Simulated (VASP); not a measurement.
Crystal: Tl3Sb2Mo.

```xyz
6
Lattice="3.1705 1.8305 5.2230 -3.1705 1.8305 5.2230 0.0000 -3.6610 5.2230" Properties=species:S:1:pos:R:3 pbc="T T T"
Tl   -1.5853    0.9152    2.6115
Tl    0.0000   -1.8305    2.6115
Tl    1.5853    0.9152    2.6115
Sb    0.0000    0.0000    5.9186
Sb    0.0000    0.0000    9.7504
Mo    0.0000    0.0000    0.0000
```

The cell was generated, and may not be a known phase.

| Property | Result |
| --- | --- |
| Program | VASP 6.6.1 |
| Task | relaxation of cell and atoms |
| Functional | PBE |
| Potentials or basis | VASP PAW PBE potentials, release 64 (Tl_d, Sb_d_GW, Mo_sv) |
| Cutoff | 500 eV |
| k mesh | 3 × 3 × 3 |
| Occupations | gaussian, width 0.1 eV |
| Spin | no spin polarisation |

At the start: pressure -6.7 GPa; volume 30.31 Å³/atom.

**Question.** How do energy, volume and symmetry change on relaxing?

**Answer.** Over 15 steps the energy falls by 151.7 meV/atom and the volume is 26.21 Å³/atom (-13.5 %); space group R-3m (No. 166, to 0.1 Å) before and after.

Step by step:
```csv
step,energy change (eV),largest force (eV/Å),pressure (GPa),volume (Å³)
1,0.0000,0.2901,-6.67,181.87
2,-0.8086,0.2513,1.85,150.50
3,-0.8203,0.2656,0.55,153.26
4,-0.8627,0.1149,0.46,154.09
5,-0.8877,0.1894,0.47,155.53
6,-0.8880,0.1675,0.47,155.42
7,-0.8919,0.1576,-0.44,157.77
8,-0.8921,0.1586,-0.26,157.30
9,-0.8977,0.1466,-0.24,157.43
10,-0.9074,0.0706,-0.18,157.82
11,-0.9075,0.0558,-0.16,157.87
12,-0.9093,0.0104,0.26,156.64
13,-0.9093,0.0176,0.19,156.85
14,-0.9093,0.0080,-0.21,157.62
15,-0.9100,0.0037,-0.01,157.23
```

Final structure:
```yaml
crystal:
  lattice:
    - [3.15352, 1.82068, 4.56409]
    - [-3.15352, 1.82068, 4.56409]
    - [0.00000, -3.64137, 4.56409]
  atoms:
    - { symbol: Tl, position: [0.00000, 0.50000, 0.00000] }
    - { symbol: Tl, position: [0.00000, 0.00000, 0.50000] }
    - { symbol: Tl, position: [0.50000, 0.00000, 0.00000] }
    - { symbol: Sb, position: [0.38075, 0.38075, 0.38075] }
    - { symbol: Sb, position: [0.61925, 0.61925, 0.61925] }
    - { symbol: Mo, position: [0.00000, 0.00000, 0.00000] }
```

Caveat: the k points lie up to 0.41 Å⁻¹ apart in the final cell, too coarse for converged energies and pressures of a metal.
